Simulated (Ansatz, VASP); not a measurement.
# One calculation of Ba2Nb, two programs

```
Ba Nb
1.0
     0.00000    3.54714    3.54714
     3.54714    0.00000    3.54714
     3.54714    3.54714    0.00000
Ba Nb
2 1
Direct
  0.25000 0.25000 0.25000
  0.75000 0.75000 0.75000
  0.00000 0.00000 0.00000
```

Alike in both runs: task relaxation of cell and atoms; functional PBE; k mesh 4 × 4 × 4; occupations gaussian, width 0.1 eV; no spin polarisation.

|  | VASP | Ansatz |
| --- | --- | --- |
| version | VASP 6.6.1 | Ansatz 0.2.0 |
| potentials or method | VASP PAW PBE potentials, release 64 (Ba_sv, Nb_sv), cutoff 600 eV | scalar-relativistic, plane waves, PAW |
| valence electrons in the cell | 33 | 33 |

|  | VASP | Ansatz | Ansatz less VASP |
| --- | --- | --- | --- |
| gap on the k mesh at the Fermi level, each at its own relaxed structure (eV) | none | none | - |
| relaxed volume (Å³/atom) | 44.67 | 43.12 | -1.557 |
| relaxed cell length with the largest relative difference (Å) | 5.744 | 5.677 | -0.0675 |

A gap of «none» marks a metal or a gap that the smearing closes.

The k mesh is coarse, so the values compare programs but aren't converged. Spin-orbit coupling is off throughout. Noted on VASP's run: the volume moved by over 15 % at a fixed basis, so the end points are rough.
